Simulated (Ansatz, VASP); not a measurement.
## Al: VASP beside Ansatz

```xyz
1
Lattice="-1.5793 1.5793 1.5912 1.5793 -1.5793 1.5912 1.6032 1.6032 -1.5912" Properties=species:S:1:pos:R:3 pbc="T T T"
Al    0.0000    0.0000    0.0000
```

Change from the starting cell: strain +0.0150 x Voigt [0, 0, 0, 0, 0, 1], atoms carried along.

Alike in both runs: task single point; functional PBEsol; k mesh 20 × 20 × 20; occupations gaussian, width 0.15 eV; no spin polarisation.

```csv
,VASP,Ansatz
version,VASP 6.6.1,Ansatz 0.2.0
potentials or method,"VASP PAW PBE potentials, release 64 (Al), cutoff 520 eV","scalar-relativistic, plane waves, PAW"
valence electrons in the cell,3,3
```

|  | VASP | Ansatz | Ansatz less VASP |
| --- | --- | --- | --- |
| gap on the k mesh at the Fermi level (eV) | none | none | - |
| pressure (GPa) | 2.3 | 2.2 | -0.07 |
| traceless stress, the component that is largest in VASP (GPa) | -0.64 | -0.63 | +0.004 |

VASP's potentials were made for PBE, not for PBEsol. A gap of «none» marks a metal or a gap that the smearing closes.
